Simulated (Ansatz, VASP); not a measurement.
**GaAs: VASP beside Ansatz**

File INCAR:

```
PREC = Accurate ; ENCUT = 520
EDIFF = 1E-7 ; ISMEAR = 1
SIGMA = 0.025 ; LREAL = False
LASPH = True ; NELM = 150
ALGO = Normal ; ISIF = 2
LWAVE = False ; LCHARG = False
ISPIN = 2 ; MAGMOM = 1 0
LORBIT = 11 ; NUPDOWN = 1.0
GGA = RE ; IVDW = 12
NBANDS = 20
```

The input KPOINTS:

```
Automatic mesh
0
Gamma
  8 8 8
```

Contents of POSCAR:

```
GaAs
1.0
    0.0000000000      2.8455714065      2.8455714065
    2.8455714065      0.0000000000      2.8455714065
    2.8455714065      2.8455714065      0.0000000000
As Ga
1 1
Direct
    0.7500000000      0.7500000000      0.7500000000
    0.0000000000      0.0000000000      0.0000000000
```

input.yaml

```yaml
crystal:
  lattice:
    - [0.0, 2.8455714065, 2.8455714065]
    - [2.8455714065, 0.0, 2.8455714065]
    - [2.8455714065, 2.8455714065, 0.0]
  atoms:
    - { symbol: As, position: [0.75, 0.75, 0.75], spin: 1.0 }
    - { symbol: Ga, position: [0.0, 0.0, 0.0] }
kpoints:
  mp_grid: { grid: [8, 8, 8] }
scf:
  occupations: { method: methfessel_paxton, width: 0.025 }
hamiltonian:
  xc: revpbe
  dispersion: d3bj
  pseudopotentials: { kind: all_electron, lapw: { basis_error: 0.002 } }
magnetization:
  spin_polarized: true
  initial_magnetization: 1.0
  spin_locking: { lock_magnetization: hard }
output:
  forces: true
  stress: true
  eigenvalues: true
```

Change from the starting cell: volume scaled by 1.02.

Alike in both runs: task single point; functional revPBE; dispersion D3(BJ); k mesh 8 × 8 × 8; occupations methfessel-paxton of order 1, width 0.025 eV; collinear spin; fixed moment 1 μB.

```csv
,VASP,Ansatz
version,VASP 6.6.1,Ansatz 0.2.0
potentials or method,"VASP PAW PBE potentials, release 64 (As, Ga_d), cutoff 520 eV","all-electron LAPW, scalar-relativistic"
```

VASP gave:

```
pressure (GPa)                                                : 3.9
size of the moment on the site where the two differ most (μB) : 0.32
```

Q: What did Ansatz give for the same quantities?

A: Pressure (GPa): 3.8; size of the moment on the site where the two differ most (μB): 0.36.

VASP's potentials were made for PBE, not for revPBE. Site moments also hang on the region over which each program counts them. Ansatz ran all-electron here, and VASP with PAW potentials.
